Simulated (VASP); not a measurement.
# MgS (F-43m) in VASP: single point with LDA

Aim: the single point of MgS with LDA.

Program: VASP 6.6.1. These are calculated values, not measurements. Logs are shortened: lines on timing, memory, paths and dates and some standing lists are left out, and cuts for length are marked.

**1. The cell of the first run**

The structure is cubic, space group F-43m (No. 216). The conventional cell has a = 5.666 Å, b = 5.666 Å, c = 5.666 Å, α = 90.00°, β = 90.00°, γ = 90.00°. Within 3.2 Å of Mg (site symmetry -43m) lie 4 S at 2.45 Å. Within 3.2 Å of S (site symmetry -43m) lie 4 Mg at 2.45 Å.

**2. Single point, LDA**

File INCAR:

```
PREC = Accurate ; ENCUT = 600
EDIFF = 1E-6 ; ISMEAR = 0
SIGMA = 0.01 ; LREAL = False
LASPH = True ; NELM = 120
ALGO = Normal ; ISIF = 2
LWAVE = False ; LCHARG = False
NBANDS = 11 ; GGA_COMPAT = False
```

File KPOINTS:

```
Automatic mesh
0
Gamma
  4 4 4
```

File POSCAR:

```
MgS
1.0
    0.0000000000      2.8331200000      2.8331200000
    2.8331200000      0.0000000000      2.8331200000
    2.8331200000      2.8331200000      0.0000000000
Mg S
1 1
Direct
    0.0000000000      0.0000000000      0.0000000000
    0.2500000000      0.2500000000      0.2500000000
```

Potentials or basis: VASP PAW LDA potentials, release 64 (Mg, S).

On the command line:

```
$ cat potpaw_LDA.64/Mg/POTCAR potpaw_LDA.64/S/POTCAR > POTCAR
$ mpirun -np 1 vasp_std > vasp.out
```

OUTCAR:

```text
PREC = Accurate
   ENCUT = 600
   EDIFF = 1E-6
   ISMEAR = 0
   LREAL = False
   LASPH = True
   NELM = 120
   ISIF = 2

 ion  position               nearest neighbor table
   1  0.000  0.000  0.000-   2 2.45   2 2.45   2 2.45   2 2.45
   2  0.250  0.250  0.250-   1 2.45   1 2.45   1 2.45   1 2.45

  LATTYP: Found a face centered cubic cell.
 ALAT       =     5.6662400000

  Lattice vectors:

 A1 = (   0.0000000000,   2.8331200000,   2.8331200000)
 A2 = (   2.8331200000,   0.0000000000,   2.8331200000)
 A3 = (   2.8331200000,   2.8331200000,   0.0000000000)

Analysis of symmetry for initial positions (statically):
=====================================================================
 Subroutine PRICEL returns:
 Original cell was already a primitive cell.

 Routine SETGRP: Setting up the symmetry group for a
 face centered cubic supercell.

 Subroutine GETGRP returns: Found 24 space group operations
 (whereof 24 operations were pure point group operations)
 out of a pool of 48 trial point group operations.

The static configuration has the point symmetry T_d .

Analysis of symmetry for dynamics (positions and initial velocities):
=====================================================================
 Subroutine PRICEL returns:
 Original cell was already a primitive cell.

 Routine SETGRP: Setting up the symmetry group for a
 face centered cubic supercell.

 Subroutine GETGRP returns: Found 24 space group operations
 (whereof 24 operations were pure point group operations)
 out of a pool of 48 trial point group operations.

The dynamic configuration has the point symmetry T_d .

 Subroutine INISYM returns: Found 24 space group operations
 (whereof 24 operations are pure point group operations),
 and found     1 'primitive' translations

----------------------------------------------------------------------------------------

                                     Primitive cell

  volume of cell :      45.4805

  direct lattice vectors                    reciprocal lattice vectors
     0.000000000  2.833120000  2.833120000    -0.176483876  0.176483876  0.176483876
     2.833120000  0.000000000  2.833120000     0.176483876 -0.176483876  0.176483876
     2.833120000  2.833120000  0.000000000     0.176483876  0.176483876 -0.176483876

  length of vectors
     4.006636728  4.006636728  4.006636728     0.305679041  0.305679041  0.305679041

  position of ions in fractional coordinates (direct lattice)
     0.000000000  0.000000000  0.000000000
     0.250000000  0.250000000  0.250000000

  ion indices of the primitive-cell ions
   primitive index   ion index
                 1           1
                 2           2

----------------------------------------------------------------------------------------

 KPOINTS: Automatic mesh

Automatic generation of k-mesh.
 Grid dimensions read from file:
 generate k-points for:    4    4    4

 Generating k-lattice:

  Cartesian coordinates                     Fractional coordinates (reciprocal lattice)
    -0.044120969  0.044120969  0.044120969     0.250000000  0.000000000  0.000000000
     0.044120969 -0.044120969  0.044120969     0.000000000  0.250000000  0.000000000
     0.044120969  0.044120969 -0.044120969     0.000000000  0.000000000  0.250000000

  Length of vectors
     0.076419760  0.076419760  0.076419760

  Shift w.r.t. Gamma in fractional coordinates (k-lattice)
     0.000000000  0.000000000  0.000000000

 Subroutine IBZKPT returns following result:
 ===========================================

 Found      8 irreducible k-points:

 Following reciprocal coordinates:
            Coordinates               Weight
  0.000000  0.000000  0.000000      1.000000
  0.250000  0.000000  0.000000      8.000000
  0.500000  0.000000  0.000000      4.000000
  0.250000  0.250000  0.000000      6.000000
  0.500000  0.250000  0.000000     24.000000
 -0.250000  0.250000  0.000000     12.000000
  0.500000  0.500000  0.000000      3.000000
 -0.250000  0.500000  0.250000      6.000000
   k-points           NKPTS =      8   k-points in BZ     NKDIM =      8   number of bands    NBANDS=     11
   number of dos      NEDOS =    301   number of ions     NIONS =      2
   total plane-waves  NPLWV =  32768
   dimension x,y,z NGX =    32 NGY =   32 NGZ =   32
   dimension x,y,z NGXF=    64 NGYF=   64 NGZF=   64
   ions per type =               1   1
   NGX,Y,Z   is equivalent  to a cutoff of  13.28, 13.28, 13.28 a.u.
   NGXF,Y,Z  is equivalent  to a cutoff of  26.56, 26.56, 26.56 a.u.
 SYSTEM =  unknown system
   PREC   = accura    normal or accurate (medium, high low for compatibility)
   ISTART =      0    job   : 0-new  1-cont  2-samecut
   ICHARG =      2    charge: 1-file 2-atom 10-const
   ISPIN  =      1    spin polarized calculation?
   LNONCOLLINEAR =      F non collinear calculations
   LSORBIT =      F    spin-orbit coupling
   LASPH  =      T    aspherical Exc in radial PAW
   ENCUT  =  600.0 eV  44.10 Ry    6.64 a.u.   8.00  8.00  8.00*2*pi/ulx,y,z
   NELM   =    120;   NELMIN=  2; NELMDL= -5     # of ELM steps
   EDIFF  = 0.1E-05   stopping-criterion for ELM
   LREAL  =      F    real-space projection
[... 7 lines left out ...]
   TEBEG  =    0.0;   TEEND  =   0.0 temperature during run
   PSTRESS=    0.0 pullay stress
   NELECT =       8.0000    total number of electrons
   NUPDOWN=      -1.0000    fix difference up-down
   EMIN   =  10.00;   EMAX   =-10.00  energy-range for DOS
   EFERMI =   0.00;   METHOD = LEGACY
   ISMEAR =     0;   SIGMA  =   0.01  broadening in eV -4-tet -1-fermi 0-gaus
   EFERMI_NEDOS =   21; number of points for ismear=-14 and -15
   IALGO  =     38    algorithm
   IMIX   =      4    mixing-type and parameters
     AMIX     =   0.40;   BMIX     =  1.00
     AMIX_MAG =   1.60;   BMIX_MAG =  1.00
  volume/ion in A,a.u.               =      22.74       153.46
  Fermi-wavevector in a.u.,A,eV,Ry     =   0.917269  1.733386 11.447693  0.841382
  Thomas-Fermi vector in A             =   2.042218
   LORBIT       =      0    0 simple, 1 ext, 2 COOP (PROOUT), +10 PAW based schemes
   GGA     = CA    functional components
   LHFCALC =     F    Hartree Fock is set to
   AEXX    =    0.0000 exact exchange contribution
   IVDW    =     0    specifies the selected vdW correction
   LEPSILON=     F    determine dielectric tensor
   LRPA    =     F    only Hartree local field effects (RPA)
 non-spin polarized calculation
 Gauss-broadening in eV      SIGMA  =   0.01
  energy-cutoff  :      600.00
  volume of cell :       45.48
 maximum number of plane-waves:      1540
   NGX = 17   NGY = 17   NGZ = 17

 number of electron       8.0000000 magnetization

 Free energy of the ion-electron system (eV)
  ---------------------------------------------------
  ext. energy  EPLUGINS =         0.00000000
  ---------------------------------------------------
  free energy    TOTEN  =        -9.36168988 eV

  energy without entropy =       -9.36168988  energy(sigma->0) =       -9.36168988

 E-fermi :   0.9819     XC(G=0):  -8.7494

 val. band max:        0.8927185035   @ k =   0.0000   0.0000   0.0000
 cond. band min:       4.0677699947   @ k =   0.0000   0.0000   0.0000
 fundamental gap:      3.1750514912
 Fermi energy:         0.9819266043

 k-point     1 :       0.0000    0.0000    0.0000
  band No.  band energies     occupation
      1     -10.3370      2.00000
      2       0.8927      2.00000
      3       0.8927      2.00000
      4       0.8927      2.00000
      5       4.0678      0.00000
      6       8.6436      0.00000
      7       8.6436      0.00000
      8       8.6436      0.00000
      9      11.6211      0.00000
     10      11.6211      0.00000
     11      14.2153      0.00000

 k-point     2 :       0.2500    0.0000    0.0000
  band No.  band energies     occupation
      1     -10.0160      2.00000
      2      -1.0198      2.00000
      3       0.7149      2.00000
      4       0.7149      2.00000
      5       5.6066      0.00000
      6       8.4655      0.00000
      7       8.8619      0.00000
      8       8.8619      0.00000
      9      11.1677      0.00000
     10      11.1677      0.00000
     11      12.8323      0.00000

 k-point     3 :       0.5000    0.0000    0.0000
  band No.  band energies     occupation
      1      -9.6375      2.00000
      2      -2.3173      2.00000
      3       0.5585      2.00000
      4       0.5585      2.00000
      5       5.7440      0.00000
      6       8.3394      0.00000
      7       8.3394      0.00000
      8       9.2456      0.00000
      9      13.4268      0.00000
     10      13.9997      0.00000
     11      13.9997      0.00000

 k-point     4 :       0.2500    0.2500    0.0000
  band No.  band energies     occupation
      1      -9.9104      2.00000
      2      -0.9103      2.00000
      3       0.3092      2.00000
      4       0.3092      2.00000
      5       5.8245      0.00000
      6       7.1848      0.00000
      7       9.0859      0.00000
      8      10.1723      0.00000
      9      10.1723      0.00000
     10      12.6714      0.00000
     11      16.1348      0.00000

 k-point     5 :       0.5000    0.2500    0.0000
  band No.  band energies     occupation
      1      -9.5314      2.00000
      2      -1.8246      2.00000
      3      -0.4649      2.00000
      4       0.1640      2.00000
      5       5.8769      0.00000
      6       7.6683      0.00000
      7       9.1751      0.00000
      8      10.0103      0.00000
      9      12.2467      0.00000
     10      14.1480      0.00000
     11      15.2923      0.00000

 k-point     6 :      -0.2500    0.2500    0.0000
  band No.  band energies     occupation
      1      -9.6567      2.00000
      2      -1.5992      2.00000
      3      -0.5445      2.00000
      4       0.5373      2.00000
      5       7.0383      0.00000
      6       7.4937      0.00000
      7       8.6537      0.00000
      8       9.4250      0.00000
      9      10.7403      0.00000
     10      13.8722      0.00000
     11      14.9844      0.00000

 k-point     7 :       0.5000    0.5000    0.0000
  band No.  band energies     occupation
      1      -9.4118      2.00000
      2      -1.9906      2.00000
      3      -0.1647      2.00000
      4      -0.1647      2.00000
      5       4.5413      0.00000
      6       6.3097      0.00000
      7      11.7530      0.00000
      8      12.8723      0.00000
      9      12.8723      0.00000
     10      14.7148      0.00000
     11      14.7174      0.00000

 k-point     8 :      -0.2500    0.5000    0.2500
  band No.  band energies     occupation
      1      -9.4026      2.00000
      2      -1.4659      2.00000
      3      -0.9898      2.00000
      4      -0.4775      2.00000
      5       6.2280      0.00000
      6       8.6097      0.00000
      7       8.8793      0.00000
      8       9.1910      0.00000
      9      13.2043      0.00000
     10      14.4053      0.00000
     11      14.6746      0.00000

------------------------ aborting loop because EDIFF is reached ----------------------------------------

  FORCE on cell =-STRESS in cart. coord.  units (eV):
  Direction    XX          YY          ZZ          XY          YZ          ZX
  --------------------------------------------------------------------------------------
  -------------------------------------------------------------------------------------
  Total       -0.6851067     -0.6851067     -0.6851067      0.0000000      0.0000000      0.0000000
  in kB      -24.1348122    -24.1348122    -24.1348122      0.0000000      0.0000000      0.0000000
  external PRESSURE =     -24.1348122 kB  Pullay stress =       0.0000000 kB

 VOLUME and BASIS-vectors are now :
 -----------------------------------------------------------------------------
  energy-cutoff  :      600.00
  volume of cell :       45.48
      direct lattice vectors                 reciprocal lattice vectors
     0.000000000  2.833120000  2.833120000    -0.176483876  0.176483876  0.176483876
     2.833120000  0.000000000  2.833120000     0.176483876 -0.176483876  0.176483876
     2.833120000  2.833120000  0.000000000     0.176483876  0.176483876 -0.176483876

 POSITION                                       TOTAL-FORCE (eV/Angst)
 -----------------------------------------------------------------------------------
      0.00000      0.00000      0.00000        -0.000000      0.000000     -0.000000
      1.41656      1.41656      1.41656         0.000000     -0.000000      0.000000
 -----------------------------------------------------------------------------------
    total drift:                               -0.000000     -0.000000      0.000000

  FREE ENERGIE OF THE ION-ELECTRON SYSTEM (eV)
  ---------------------------------------------------
  free  energy   TOTEN  =        -9.3616898821 eV

  energy  without entropy=       -9.3616898821  energy(sigma->0) =       -9.36168988
```

Wall time 9 s (1 thread of Intel Xeon Platinum 8375C at 2.90GHz (Ice Lake), shared host); peak memory 0.15 GiB.

What came out:

```
Free energy            : -9.3617 eV
Pressure               : -2.4 GPa
Band gap on the k mesh : 3.18 eV
```

Caveat: the k points lie up to 0.48 Å⁻¹ apart.
